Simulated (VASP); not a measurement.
Write the native input for VASP 6.6.1 that does the following.

* Task: single point
* Functional: r2SCAN
* Potentials or basis: VASP PAW PBE potentials, release 64 (C_h)
* Cutoff: 910 eV
* k mesh: 12 × 12 × 12
* Occupations: gaussian, width 0.05 eV
* Spin: no spin polarisation
* Dipole correction: no
* Further INCAR settings: ALGO = Normal; EDIFF = 1e-06; NBANDS = 11

C:

```
C
1.0
     0.00000    1.83031    1.68389
     1.83031    0.00000    1.68389
     1.83031    1.83031    0.00000
C
2
Cartesian
  1.8303 1.8303 1.6839
  2.7455 2.7455 2.5258
```

This cell differs from its parent crystal: ratio of the length along z to the lengths across it x 0.92, volume and fractional coordinates fixed.

These files were run (other wordings do the same):

POSCAR

```
C
1.0
    0.0000000000      1.8303127280      1.6838877097
    1.8303127280      0.0000000000      1.6838877097
    1.8303127280      1.8303127280      0.0000000000
C
2
Direct
    0.5000000000      0.5000000000      0.5000000000
    0.7500000000      0.7500000000      0.7500000000
```

INCAR.step1

```
SYSTEM = C
PREC = Accurate ; ENCUT = 910
ISMEAR = 0 ; SIGMA = 0.05
LREAL = .FALSE. ; LASPH = .TRUE.
NELM = 120 ; NBANDS = 11
GGA = PE ; ALGO = Normal
EDIFF = 1E-5 ; LWAVE = .TRUE.
LCHARG = .FALSE. ; GGA_COMPAT = .FALSE.
```

INCAR.step2

```
SYSTEM = C
PREC = Accurate ; ENCUT = 910
EDIFF = 1E-6 ; ISMEAR = 0
SIGMA = 0.05 ; LREAL = .FALSE.
LASPH = .TRUE. ; NELM = 120
ALGO = Normal ; ISIF = 2
LWAVE = .FALSE. ; LCHARG = .FALSE.
METAGGA = R2SCAN ; LMIXTAU = .TRUE.
NBANDS = 11 ; ISTART = 1
GGA_COMPAT = .FALSE.
```

KPOINTS

```
regular mesh
0
G
  12 12 12
  0 0 0
```

Potentials or basis: VASP PAW PBE potentials, release 64 (C_h).

Run with:

```console
$ cat potpaw_PBE.64/C_h/POTCAR > POTCAR
$ cp INCAR.step1 INCAR
$ mpirun -np 1 vasp_std > vasp.out
$ cp INCAR.step2 INCAR
$ mpirun -np 1 vasp_std > vasp.out
```

It gave:

```json
{
  "Pressure": "-0.6 GPa",
  "Band gap on the k mesh": "2.24 eV (least direct gap 4.42 eV)"
}
```

Caveat: the cutoff is under 1.25 times the usual one of these potentials, so pressure, stress and relaxed cells hold a basis-set (Pulay) error; the PAW data sets were made with another functional, which shifts forces and pressure a little.

Run time: 92 s on 1 thread of Intel(R) Xeon(R) Platinum 8259CL CPU @ 2.50GHz (Skylake/Cascade Lake), with other jobs on the host, peak memory 0.16 GiB.
